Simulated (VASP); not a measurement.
Set up this calculation in VASP 6.6.1, as the native input.

```yaml
Task: single point
Functional: PBE
Potentials_or_basis: VASP PAW PBE potentials, release 64 (Hf_pv, N)
Cutoff: 520 eV
k_mesh: 6 × 6 × 6
Occupations: gaussian, width 0.1 eV
Spin: no spin polarisation
Dipole_correction: no
Further_INCAR_settings: ALGO = Normal; EDIFF = 1e-06; NBANDS = 23
```

The structure of HfN lies in POSCAR:

```
HfN
1.0
    0.0000000000      2.6978909188      5.7637959617
    3.0293040644      0.0000000000      5.7637959617
    3.0293040644      2.6978909188      0.0000000000
Hf N
2 2
Direct
    0.6464843743      0.6464843743      0.3535156257
    0.3535156257      0.3535156257      0.6464843743
    0.0000000000      0.5000000000      0.0000000000
    0.5000000000      0.0000000000      0.5000000000
```

These files were run (other wordings do the same):

INCAR

```
  PREC = Accurate
  ENCUT = 520
  EDIFF = 1E-6
  ISMEAR = 0
  SIGMA = 0.1
  LREAL = F
  LASPH = T
  NELM = 100
  ALGO = Normal
  ISIF = 2
  LWAVE = F
  LCHARG = F
  GGA = PE
  NBANDS = 23
```

KPOINTS

```
regular mesh
0
Gamma
  6 6 6
```

Potentials or basis: VASP PAW PBE potentials, release 64 (Hf_pv, N).

Command:

```sh
$ cat potpaw_PBE.64/Hf_pv/POTCAR potpaw_PBE.64/N/POTCAR > POTCAR
$ mpirun -np 1 vasp_std > vasp.out
```

Results of the run:

```yaml
Pressure: -0.4 GPa
Largest_force: 0.083 eV/Å
Band_gap_on_the_k_mesh: zero (band 15 reaches 2.42 eV, above the bottom of band 16 at 1.81 eV)
```

Caveat: spin-orbit coupling is left out, which moves the levels of the heavy elements.

Wall time 58 s on 1 thread of Intel(R) Xeon(R) 6975P-C (Granite Rapids), on a shared host, peak memory 0.29 GiB.
